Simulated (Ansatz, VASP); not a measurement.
# Two plane-wave programs on Cs2Cl

File INCAR:

```
  PREC = Accurate
  ENCUT = 520
  EDIFF = 1E-6
  ISMEAR = 0
  SIGMA = 0.1
  LREAL = F
  LASPH = T
  NELM = 80
  ALGO = Normal
  ISIF = 2
  LWAVE = F
  LCHARG = T
  GGA = PE
  LELF = T
  LVHAR = T
  NBANDS = 20
```

Contents of KPOINTS:

```
Automatic mesh
0
Gamma
  6 6 6
```

The input POSCAR:

```
Cs2Cl
1.0
    2.8835000000      1.6647895000      4.7442624000
   -2.8835000000      1.6647895000      4.7442624000
    0.0000000000     -3.3295790000      4.7442624000
Cs Cl
2 1
Direct
    0.2487566200      0.2487566200      0.2487566200
    0.7512433800      0.7512433800      0.7512433800
    0.0000000000      0.0000000000      0.0000000000
```

Input for Ansatz:

```yaml
crystal:
  lattice:
    - [2.8835, 1.6647895, 4.7442624]
    - [-2.8835, 1.6647895, 4.7442624]
    - [0.0, -3.329579, 4.7442624]
  atoms:
    - { symbol: Cs, position: [0.24875662, 0.24875662, 0.24875662] }
    - { symbol: Cs, position: [0.75124338, 0.75124338, 0.75124338] }
    - { symbol: Cl, position: [0.0, 0.0, 0.0] }
basis:
  ecutwfc: 420
kpoints:
  mp_grid: { grid: [6, 6, 6] }
hamiltonian:
  xc: pbe
scf:
  occupations: { method: gaussian, width: 0.1 }
  lower_state_search: "off"
output:
  forces: true
  stress: true
  eigenvalues: true
```

Alike in both runs: task single point; functional PBE; k mesh 6 × 6 × 6; occupations gaussian, width 0.1 eV; no spin polarisation.

|  | VASP | Ansatz |
| --- | --- | --- |
| version | VASP 6.6.1 | Ansatz 0.2.0 |
| potentials or method | VASP PAW PBE potentials, release 64 (Cs_sv, Cl), cutoff 520 eV | scalar-relativistic, plane waves, PAW |
| valence electrons in the cell | 25 | 25 |

```tsv
	VASP	Ansatz	Ansatz less VASP
gap on the k mesh at the Fermi level (eV)	none	none	-
pressure (GPa)	1.8	1.8	-0.03
rms of the force components (eV/Å)	0.008	0.008	-0.0001
```

Atom by atom the forces differ by 0.000 eV/Å (rms over components). A gap of «none» marks a metal or a gap that the smearing closes. The functional is the same, so the differences come from potentials, cutoffs and numerics.

Neither program's run includes spin-orbit coupling.
